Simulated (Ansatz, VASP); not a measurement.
# GaN: VASP beside Ansatz

```xyz
4
Lattice="3.2327 0.0000 0.0000 -1.6163 2.7996 0.0000 0.0000 0.0000 4.6588" Properties=species:S:1:pos:R:3 pbc="T T T"
Ga    0.0000    1.8664    1.1647
Ga    1.6163    0.9332    3.4941
N     1.6163    0.9332    1.1647
N     0.0000    1.8664    3.4941
```

Alike in both runs: task single point; functional r2SCAN; k mesh 9 × 9 × 4; no spin polarisation.

|  | VASP | Ansatz |
| --- | --- | --- |
| version | VASP 6.6.1 | Ansatz 0.2.0 |
| potentials or method | VASP PAW PBE potentials, release 64 (Ga_d, N) | plane waves, PAW |
| plane-wave cutoff (eV) | 520 | 500 |
| occupations | gaussian, width 0.01 eV | fixed |
| valence electrons in the cell | 36 | 36 |

Ansatz gave:

- gap on the k mesh at the Fermi level (eV): 2.43
- pressure (GPa): 14.1
- traceless stress, the component that is largest in VASP (GPa): -5.53

Problem. Estimate VASP's values.

Solution. gap on the k mesh at the Fermi level (eV): 2.44; pressure (GPa): 15.3; traceless stress, the component that is largest in VASP (GPa): -6.58.

VASP's potentials were made for PBE, not for r2SCAN.
